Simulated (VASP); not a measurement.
# CdS (P6_3mc) in VASP: single point with PBEsol

Aim: the single point of CdS with PBEsol.

Everything below comes from runs of VASP 6.6.1. Logs are shortened: lines on timing, memory, paths and dates and some standing lists are left out, and cuts for length are marked.

## 1. The cell of the first run

It takes space group P6_3mc (No. 186, hexagonal). Conventional cell: a = 4.150 Å, b = 4.150 Å, c = 6.737 Å, α = 90.00°, β = 90.00°, γ = 120.00°. Within 3.3 Å of Cd (site symmetry 3m) lie 4 S at 2.53 to 2.54 Å. Within 3.3 Å of S (site symmetry 3m) lie 4 Cd at 2.53 to 2.54 Å.

## 2. Single point, PBEsol

POSCAR reads:

```
CdS
1.0
    4.1500000000      0.0000000000      0.0000000000
   -2.0750000000      3.5940050000      0.0000000000
    0.0000000000      0.0000000000      6.7370000000
Cd S
2 2
Direct
    0.3333333333      0.6666666667      0.0000000000
    0.6666666667      0.3333333333      0.5000000000
    0.3333333333      0.6666666667      0.3750000000
    0.6666666667      0.3333333333      0.8750000000
```

INCAR.step1 reads:

```
  PREC = Accurate
  ENCUT = 520
  EDIFF = 1E-6
  ISMEAR = 0
  SIGMA = 0.01
  LREAL = F
  LASPH = T
  NELM = 60
  ALGO = Normal
  ISIF = 2
  LWAVE = F
  LCHARG = T
  GGA = PS
  NBANDS = 26
```

KPOINTS.step1 reads:

```
regular mesh
0
Gamma
  6 6 4
```

INCAR.step2 reads:

```
  PREC = Accurate
  ENCUT = 520
  EDIFF = 1E-6
  ISMEAR = -5
  SIGMA = 0.01
  LREAL = F
  LASPH = T
  NELM = 60
  ALGO = Normal
  ISIF = 2
  LWAVE = F
  LCHARG = F
  GGA = PS
  LORBIT = 10
  NEDOS = 2001
  ICHARG = 11
```

KPOINTS.step2 reads:

```
regular mesh
0
Gamma
  9 9 6
```

Potentials or basis: VASP PAW PBE potentials, release 64 (Cd, S).

On the command line:

```sh
$ cat potpaw_PBE.64/Cd/POTCAR potpaw_PBE.64/S/POTCAR > POTCAR
$ cp INCAR.step1 INCAR
$ cp KPOINTS.step1 KPOINTS
$ mpirun -np 1 vasp_std > vasp.out
$ cp INCAR.step2 INCAR
$ cp KPOINTS.step2 KPOINTS
$ mpirun -np 1 vasp_std > vasp.out
```

OUTCAR:

```text
PREC = Accurate
   ENCUT = 520
   EDIFF = 1E-6
   ISMEAR = -5
   LREAL = F
   LASPH = T
   NELM = 60
   ISIF = 2
   GGA = PS
   LORBIT = 10
   ICHARG = 11

 ion  position               nearest neighbor table
   1  0.333  0.667  0.000-   3 2.53   4 2.54   4 2.54   4 2.54
   2  0.667  0.333  0.500-   4 2.53   3 2.54   3 2.54   3 2.54
   3  0.333  0.667  0.375-   1 2.53   2 2.54   2 2.54   2 2.54
   4  0.667  0.333  0.875-   2 2.53   1 2.54   1 2.54   1 2.54

  LATTYP: Found a hexagonal cell.
 ALAT       =     4.1500000000
 C/A-ratio  =     1.6233734940

  Lattice vectors:

 A1 = (   4.1500000000,   0.0000000000,   0.0000000000)
 A2 = (  -2.0750000000,   3.5940050000,   0.0000000000)
 A3 = (   0.0000000000,   0.0000000000,   6.7370000000)

Analysis of symmetry for initial positions (statically):
=====================================================================
 Subroutine PRICEL returns:
 Original cell was already a primitive cell.

 Routine SETGRP: Setting up the symmetry group for a
 hexagonal supercell.

 Subroutine GETGRP returns: Found 12 space group operations
 (whereof  6 operations were pure point group operations)
 out of a pool of 24 trial point group operations.

The static configuration has the point symmetry C_3v.
 The point group associated with its full space group is C_6v.

Analysis of symmetry for dynamics (positions and initial velocities):
=====================================================================
 Subroutine PRICEL returns:
 Original cell was already a primitive cell.

 Routine SETGRP: Setting up the symmetry group for a
 hexagonal supercell.

 Subroutine GETGRP returns: Found 12 space group operations
 (whereof  6 operations were pure point group operations)
 out of a pool of 24 trial point group operations.

The dynamic configuration has the point symmetry C_3v.
 The point group associated with its full space group is C_6v.

 Subroutine INISYM returns: Found 12 space group operations
 (whereof  6 operations are pure point group operations),
 and found     1 'primitive' translations

----------------------------------------------------------------------------------------

                                     Primitive cell

  volume of cell :     100.4832

  direct lattice vectors                    reciprocal lattice vectors
     4.150000000  0.000000000  0.000000000     0.240963855  0.139120563  0.000000000
    -2.075000000  3.594005000  0.000000000     0.000000000  0.278241127  0.000000000
     0.000000000  0.000000000  6.737000000     0.000000000  0.000000000  0.148434021

  length of vectors
     4.150000000  4.149999631  6.737000000     0.278241102  0.278241127  0.148434021

  position of ions in fractional coordinates (direct lattice)
     0.333333333  0.666666667  0.000000000
     0.666666667  0.333333333  0.500000000
     0.333333333  0.666666667  0.375000000
     0.666666667  0.333333333  0.875000000

  ion indices of the primitive-cell ions
   primitive index   ion index
                 1           1
                 2           2
                 3           3
                 4           4

----------------------------------------------------------------------------------------

 KPOINTS: regular mesh

Automatic generation of k-mesh.
 Grid dimensions read from file:
 generate k-points for:    9    9    6

 Generating k-lattice:

  Cartesian coordinates                     Fractional coordinates (reciprocal lattice)
     0.026773762  0.015457840  0.000000000     0.111111111 -0.000000000  0.000000000
     0.000000000  0.030915681  0.000000000     0.000000000  0.111111111  0.000000000
     0.000000000  0.000000000  0.024739004     0.000000000  0.000000000  0.166666667

  Length of vectors
     0.030915678  0.030915681  0.024739004

  Shift w.r.t. Gamma in fractional coordinates (k-lattice)
     0.000000000  0.000000000  0.000000000

 TETIRR: Found    492 inequivalent tetrahedra from     2916

 Subroutine IBZKPT returns following result:
 ===========================================

 Found     48 irreducible k-points:

 Following reciprocal coordinates:
            Coordinates               Weight
  0.000000  0.000000  0.000000      1.000000
  0.111111 -0.000000  0.000000      6.000000
  0.222222 -0.000000  0.000000      6.000000
  0.333333  0.000000  0.000000      6.000000
  0.444444 -0.000000  0.000000      6.000000
  0.111111  0.111111  0.000000      6.000000
[... 16 lines left out ...]
  0.333333  0.222222  0.166667     24.000000
  0.333333  0.333333  0.166667      4.000000
 [... further k-points ...]
   k-points           NKPTS =     48   k-points in BZ     NKDIM =     48   number of bands    NBANDS=     22
   number of dos      NEDOS =   2001   number of ions     NIONS =      4
   total plane-waves  NPLWV =  51200
   dimension x,y,z NGX =    32 NGY =   32 NGZ =   50
   dimension x,y,z NGXF=    64 NGYF=   64 NGZF=  100
   ions per type =               2   2
   NGX,Y,Z   is equivalent  to a cutoff of  12.82, 12.82, 12.34 a.u.
   NGXF,Y,Z  is equivalent  to a cutoff of  25.64, 25.64, 24.68 a.u.
 SYSTEM =  unknown system
   PREC   = accura    normal or accurate (medium, high low for compatibility)
   ISTART =      0    job   : 0-new  1-cont  2-samecut
   ICHARG =     11    charge: 1-file 2-atom 10-const
   ISPIN  =      1    spin polarized calculation?
   LNONCOLLINEAR =      F non collinear calculations
   LSORBIT =      F    spin-orbit coupling
   LASPH  =      T    aspherical Exc in radial PAW
   ENCUT  =  520.0 eV  38.22 Ry    6.18 a.u.   7.72  7.72 12.53*2*pi/ulx,y,z
   NELM   =     60;   NELMIN=  2; NELMDL=  0     # of ELM steps
   EDIFF  = 0.1E-05   stopping-criterion for ELM
   LREAL  =      F    real-space projection
   EDIFFG = 0.1E-04   stopping-criterion for IOM
   NSW    =      0    number of steps for IOM
   IBRION =     -1    ionic relax: 0-MD 1-quasi-New 2-CG
   NFREE  =      0    steps in history (QN), initial steepest desc. (CG)
   ISIF   =      2    stress and relaxation
   ISYM   =      2    0-nonsym 1-usesym 2-fastsym
   POTIM  = 0.5000    time-step for ionic-motion
   TEBEG  =    0.0;   TEEND  =   0.0 temperature during run
   PSTRESS=    0.0 pullay stress
   NELECT =      36.0000    total number of electrons
   NUPDOWN=      -1.0000    fix difference up-down
   EMIN   =  10.00;   EMAX   =-10.00  energy-range for DOS
   EFERMI =   0.00;   METHOD = LEGACY
   ISMEAR =    -5;   SIGMA  =   0.01  broadening in eV -4-tet -1-fermi 0-gaus
   EFERMI_NEDOS =   21; number of points for ismear=-14 and -15
   IALGO  =     38    algorithm
   IMIX   =      4    mixing-type and parameters
     AMIX     =   0.40;   BMIX     =  1.00
     AMIX_MAG =   1.60;   BMIX_MAG =  1.00
  volume/ion in A,a.u.               =      25.12       169.52
  Fermi-wavevector in a.u.,A,eV,Ry     =   1.162727  2.197236 18.394191  1.351935
  Thomas-Fermi vector in A             =   2.299285
   LORBIT       =     10    0 simple, 1 ext, 2 COOP (PROOUT), +10 PAW based schemes
   GGA     = PS    functional components
   LHFCALC =     F    Hartree Fock is set to
   AEXX    =    0.0000 exact exchange contribution
   IVDW    =     0    specifies the selected vdW correction
   LEPSILON=     F    determine dielectric tensor
   LRPA    =     F    only Hartree local field effects (RPA)
 non-spin polarized calculation
 Fermi weights with tetrahedron method with Bloechl corrections
  energy-cutoff  :      520.00
  volume of cell :      100.48
 maximum number of plane-waves:      2731
 NGX is ok and might be reduce to    32

 number of electron      35.9999997 magnetization

 Free energy of the ion-electron system (eV)
  ---------------------------------------------------
  ext. energy  EPLUGINS =         0.00000000
  ---------------------------------------------------
  free energy    TOTEN  =       -13.63233143 eV

  energy without entropy =      -13.63233143  energy(sigma->0) =      -13.63233143

 E-fermi :   1.1138     XC(G=0):  -9.3109

 val. band max:        1.1037377374   @ k =   0.0000   0.0000   0.0000
 cond. band min:       2.1632815517   @ k =   0.0000   0.0000   0.0000
 fundamental gap:      1.0595438144
 Fermi energy:         1.1138207793

 k-point     1 :       0.0000    0.0000    0.0000
  band No.  band energies     occupation
      1     -11.2065      2.00000
      2     -10.7685      2.00000
      3      -6.5707      2.00000
      4      -6.5477      2.00000
      5      -6.5477      2.00000
      6      -6.4613      2.00000
[... 14 lines left out ...]
     21       7.4765      0.00000
     22       7.4766      0.00000

 k-point     2 :       0.1111   -0.0000    0.0000
  band No.  band energies     occupation
      1     -11.1626      2.00000
      2     -10.7494      2.00000
      3      -6.5551      2.00000
      4      -6.5304      2.00000
      5      -6.5179      2.00000
      6      -6.4421      2.00000
[... 14 lines left out ...]
     21       7.0506      0.00000
     22       7.6615      0.00000

 k-point     3 :       0.2222   -0.0000    0.0000
  band No.  band energies     occupation
      1     -11.0476      2.00000
      2     -10.7043      2.00000
      3      -6.5159      2.00000
      4      -6.4915      2.00000
      5      -6.4314      2.00000
      6      -6.3750      2.00000
[... 14 lines left out ...]
     21       6.5482      0.00000
     22       7.5311      0.00000

 k-point     4 :       0.3333    0.0000    0.0000
  band No.  band energies     occupation
      1     -10.9065      2.00000
      2     -10.6622      2.00000
      3      -6.4809      2.00000
      4      -6.4583      2.00000
      5      -6.3428      2.00000
      6      -6.3028      2.00000
[... 14 lines left out ...]
     21       6.3605      0.00000
     22       7.2048      0.00000

 k-point     5 :       0.4444   -0.0000    0.0000
  band No.  band energies     occupation
      1     -10.8012      2.00000
      2     -10.6475      2.00000
      3      -6.4656      2.00000
      4      -6.4438      2.00000
      5      -6.2812      2.00000
      6      -6.2588      2.00000
[... 14 lines left out ...]
     21       6.1282      0.00000
     22       7.3454      0.00000

 k-point     6 :       0.1111    0.1111    0.0000
  band No.  band energies     occupation
      1     -11.0831      2.00000
      2     -10.7174      2.00000
      3      -6.5251      2.00000
      4      -6.5049      2.00000
      5      -6.4568      2.00000
      6      -6.4092      2.00000
[... 14 lines left out ...]
     21       6.6844      0.00000
     22       7.3888      0.00000

 k-point     7 :       0.2222    0.1111    0.0000
  band No.  band energies     occupation
      1     -10.9545      2.00000
      2     -10.6745      2.00000
      3      -6.4817      2.00000
      4      -6.4763      2.00000
      5      -6.3626      2.00000
      6      -6.3441      2.00000
[... 324 lines left out ...]
      6      -6.2870      2.00000
[... 14 lines left out ...]
     21       6.3706      0.00000
     22       6.9398      0.00000

 k-point    21 :       0.4444    0.1111    0.1667
  band No.  band energies     occupation
      1     -10.7586      2.00000
      2     -10.6540      2.00000
      3      -6.4557      2.00000
      4      -6.4313      2.00000
      5      -6.2978      2.00000
      6      -6.2645      2.00000
[... 14 lines left out ...]
     21       6.3579      0.00000
     22       6.9675      0.00000

 k-point    22 :       0.2222    0.2222    0.1667
  band No.  band energies     occupation
      1     -10.8240      2.00000
      2     -10.6606      2.00000
      3      -6.4645      2.00000
      4      -6.4288      2.00000
      5      -6.3263      2.00000
      6      -6.3008      2.00000
[... 14 lines left out ...]
     21       6.3974      0.00000
     22       6.8331      0.00000

 k-point    23 :       0.3333    0.2222    0.1667
  band No.  band energies     occupation
      1     -10.7377      2.00000
      2     -10.6561      2.00000
      3      -6.4673      2.00000
      4      -6.3926      2.00000
      5      -6.3083      2.00000
      6      -6.2654      2.00000
[... 14 lines left out ...]
     21       6.1922      0.00000
     22       7.1897      0.00000

 k-point    24 :       0.3333    0.3333    0.1667
  band No.  band energies     occupation
      1     -10.6816      2.00000
      2     -10.6816      2.00000
      3      -6.4745      2.00000
      4      -6.3372      2.00000
      5      -6.3372      2.00000
      6      -6.2564      2.00000
[... 14 lines left out ...]
     21       5.9703      0.00000
     22       7.9893      0.00000

 [... further k-points ...]

------------------------ aborting loop because EDIFF is reached ----------------------------------------

  FORCE on cell =-STRESS in cart. coord.  units (eV):
  Direction    XX          YY          ZZ          XY          YZ          ZX
  --------------------------------------------------------------------------------------
  -------------------------------------------------------------------------------------
  Total       -0.5224122     -0.5224121     -0.1475236      0.0000000      0.0000000      0.0000000
  in kB       -8.3297230     -8.3297210     -2.3522246      0.0000000      0.0000000      0.0000000
  external PRESSURE =      -6.3372229 kB  Pullay stress =       0.0000000 kB

 VOLUME and BASIS-vectors are now :
 -----------------------------------------------------------------------------
  energy-cutoff  :      520.00
  volume of cell :      100.48
      direct lattice vectors                 reciprocal lattice vectors
     4.150000000  0.000000000  0.000000000     0.240963855  0.139120563  0.000000000
    -2.075000000  3.594005000  0.000000000     0.000000000  0.278241127  0.000000000
     0.000000000  0.000000000  6.737000000     0.000000000  0.000000000  0.148434021

 POSITION                                       TOTAL-FORCE (eV/Angst)
 -----------------------------------------------------------------------------------
     -0.00000      2.39600      0.00000         0.000000     -0.000000     -0.067104
      2.07500      1.19800      3.36850        -0.000000      0.000000     -0.067104
     -0.00000      2.39600      2.52637         0.000000      0.000000      0.067104
      2.07500      1.19800      5.89487         0.000000     -0.000000      0.067104
 -----------------------------------------------------------------------------------
    total drift:                               -0.000000     -0.000000     -0.000076

  FREE ENERGIE OF THE ION-ELECTRON SYSTEM (eV)
  ---------------------------------------------------
  free  energy   TOTEN  =       -13.6323314259 eV

  energy  without entropy=      -13.6323314259  energy(sigma->0) =      -13.63233143

 total charge

# of ion       s       p       d       tot
------------------------------------------
    1        0.428   0.324   9.560  10.311
    2        0.428   0.324   9.560  10.311
    3        1.318   2.370   0.000   3.688
    4        1.318   2.370   0.000   3.688
--------------------------------------------------
tot          3.492   5.387  19.120  27.999
```

Run time: 2.3 min. Hardware: 1 thread of Intel Xeon 8259CL, shared host; peak memory 0.26 GiB.

Results:

```yaml
Valence_electrons_inside_the_program's_atomic_spheres: Cd 10.31; S 3.69
```

Caveat: the PAW data sets were made with another functional, which shifts forces and pressure a little.
